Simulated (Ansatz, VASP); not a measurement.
# Ir: VASP beside Ansatz

The input INCAR:

```
PREC     = Accurate       # precision mode
ENCUT    = 520            # plane-wave cutoff, eV
EDIFF    = 1E-6           # SCF threshold, eV
ISMEAR   = 0              # smearing method
SIGMA    = 0.1            # smearing width, eV
LREAL    = False          # projectors in reciprocal space
LASPH    = True           # aspherical terms in the spheres
NELM     = 80             # most SCF steps
ALGO     = Normal         # electronic algorithm
ISIF     = 2              # what is computed and relaxed
LWAVE    = False          # write WAVECAR
LCHARG   = False          # write CHGCAR
GGA      = PS             # functional
NBANDS   = 10             # bands
```

KPOINTS

```
regular mesh
0
Gamma
  16 16 16
```

Contents of POSCAR:

```
Ir
1.0
    0.0000000000      1.9895194890      2.0183149890
    1.9895194890      0.0000000000      2.0183149890
    1.9895194890      1.9895194890      0.0000000000
Ir
1
Direct
    0.0000000000      0.0000000000      0.0000000000
```

Input for Ansatz:

```yaml
crystal:
  lattice:
    - [0.0, 1.989519489, 2.018314989]
    - [1.989519489, 0.0, 2.018314989]
    - [1.989519489, 1.989519489, 0.0]
  atoms:
    - { symbol: Ir, position: [0.0, 0.0, 0.0] }
basis:
  ecutwfc: 420
kpoints:
  mp_grid: { grid: [16, 16, 16] }
hamiltonian:
  xc: pbesol
scf:
  occupations: { method: gaussian, width: 0.1 }
output:
  forces: true
  stress: true
  eigenvalues: true
  populations: true
```

Alike in both runs: task single point; functional PBEsol; k mesh 16 × 16 × 16; occupations gaussian, width 0.1 eV; no spin polarisation.

```csv
,VASP,Ansatz
version,VASP 6.6.1,Ansatz 0.2.0
potentials or method,"VASP PAW PBE potentials, release 64 (Ir), cutoff 520 eV","scalar-relativistic, plane waves, PAW"
valence electrons in the cell,9,17
```

```csv
,VASP,Ansatz,Ansatz less VASP
gap on the k mesh at the Fermi level (eV),none,none,-
pressure (GPa),-35.2,-35.6,-0.37
"traceless stress, the component that is largest in VASP (GPa)",-2.51,-2.52,-0.010
```

VASP's potentials were made for PBE, not for PBEsol. A gap of «none» marks a metal or a gap that the smearing closes. Both programs put the cell under strong tension, so it lies far from rest at this level. VASP's potentials hold 9 valence electrons a cell and Ansatz's 17, so a difference there can come from the potentials and not from the codes.

Spin-orbit coupling is off throughout. Noted on VASP's run: the cell as given lies far from equilibrium.
